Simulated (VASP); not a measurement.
AlIn3As4: relaxation of cell and atoms with PBE

Crystal: AlIn3As4.

```xyz
8
Lattice="4.0481 0.0000 0.0000 0.0000 4.0481 0.0000 0.0000 0.0000 11.4497" Properties=species:S:1:pos:R:3 pbc="T T T"
Al    0.0000    0.0000    0.0000
In    2.0240    2.0240    2.8624
In    0.0000    0.0000    5.7248
In    2.0240    2.0240    8.5872
As    2.0240    0.0000    1.4312
As    0.0000    2.0240    4.2936
As    2.0240    0.0000    7.1560
As    0.0000    2.0240   10.0184
```

| Property | Result |
| --- | --- |
| Program | VASP 6.6.1 |
| Task | relaxation of cell and atoms |
| Functional | PBE |
| Potentials or basis | VASP PAW PBE potentials, release 64 (Al, In_d, As) |
| Cutoff | 600 eV |
| k mesh | 4 × 4 × 2 |
| Occupations | gaussian, width 0.1 eV |
| Spin | no spin polarisation |
| Dipole correction | no |
| Further INCAR settings | ALGO = Normal; EDIFF = 1e-07; IBRION = 2; EDIFFG = -0.04; NSW = 90; ISIF = 3 |

```yaml
Relaxed_volume: 27.99 Å³/atom
Relaxed_cell: a = 4.314 Å, b = 4.314 Å, c = 12.030 Å, α = 90.00°, β = 90.00°, γ = 90.00°
Space_group_after_relaxing_to_0.1_Å: P-4m2 (No. 115)
Energy_gained_by_relaxing: 215.5 meV/atom
Ionic_steps: 10
Pressure_after_relaxing: 0.1 GPa
Largest_force_after_relaxing: 0.037 eV/Å
Band_gap_on_the_k_mesh: zero (filled and empty bands touch)
```

Forces on the atoms (eV/Å):
```
Al   0.000  0.000  0.000
In   0.000  0.000  0.028
In   0.000  0.000  0.000
In   0.000  0.000 -0.028
As   0.000  0.000 -0.024
As   0.000  0.000 -0.037
As   0.000  0.000  0.037
As   0.000  0.000  0.024
```

Step by step:
| step | energy change (eV) | largest force (eV/Å) | pressure (GPa) | volume (Å³) |
| --- | --- | --- | --- | --- |
| 1 | 0.0000 | 1.8822 | 14.88 | 187.62 |
| 2 | -1.1868 | 0.3375 | -4.63 | 253.18 |
| 3 | -1.6035 | 0.6253 | -0.19 | 226.41 |
| 4 | -1.6034 | 0.6094 | -0.47 | 227.24 |
| 5 | -1.6442 | 0.4205 | -0.26 | 226.39 |
| 6 | -1.6945 | 0.3049 | 0.13 | 224.00 |
| 7 | -1.7132 | 0.1895 | -0.05 | 224.65 |
| 8 | -1.7215 | 0.1352 | -0.25 | 225.43 |
| 9 | -1.7236 | 0.0199 | 0.27 | 223.14 |
| 10 | -1.7242 | 0.0370 | 0.10 | 223.89 |

Final structure:
```
Al In As
1.0
     4.31399    0.00000    0.00000
     0.00000    4.31399    0.00000
     0.00000    0.00000   12.03032
Al In As
1 3 4
Direct
  0.00000 0.00000 0.00000
  0.50000 0.50000 0.24022
  0.00000 0.00000 0.50000
  0.50000 0.50000 0.75978
  0.50000 0.00000 0.10922
  0.00000 0.50000 0.37044
  0.50000 0.00000 0.62956
  0.00000 0.50000 0.89078
```

Levels at points of the mesh, in eV from the Fermi level:
```
           k point  band 27  band 28  band 29  band 30  band 31  band 32  band 33  band 34  band 35  band 36
(0.00, 0.00, 0.00)    -1.21    -1.21    -0.12    -0.08    -0.02    -0.02     1.51     1.81     2.24     2.43
(0.50, 0.00, 0.00)    -0.91    -0.91    -0.83    -0.80    -0.77     0.93     1.07     2.34     2.74     4.49
(0.50, 0.50, 0.00)    -2.67    -2.19    -2.11    -2.11    -2.02     1.60     1.60     1.80     2.33     4.15
(0.00, 0.00, 0.50)    -1.66    -0.62    -0.62    -0.39    -0.39     1.22     1.71     1.85     1.95     2.20
(0.50, 0.00, 0.50)    -1.70    -1.58    -0.89    -0.80    -0.78     1.75     1.88     1.94     2.05     4.22
(0.50, 0.50, 0.50)    -2.47    -2.42    -2.36    -2.36    -2.32     2.47     2.47     2.55     2.59     2.59
```

Run time: 11 min on 1 thread of Intel(R) Xeon(R) 6975P-C (Granite Rapids), with other jobs on the host, peak memory 0.37 GiB.

Caveat: the k points lie up to 0.36 Å⁻¹ apart in the final cell; the volume moved by over 15 % at a fixed basis, so the end points are rough; semilocal functionals underestimate gaps, and a narrow one can read as zero; spin-orbit coupling is left out, which moves the levels of the heavy elements.
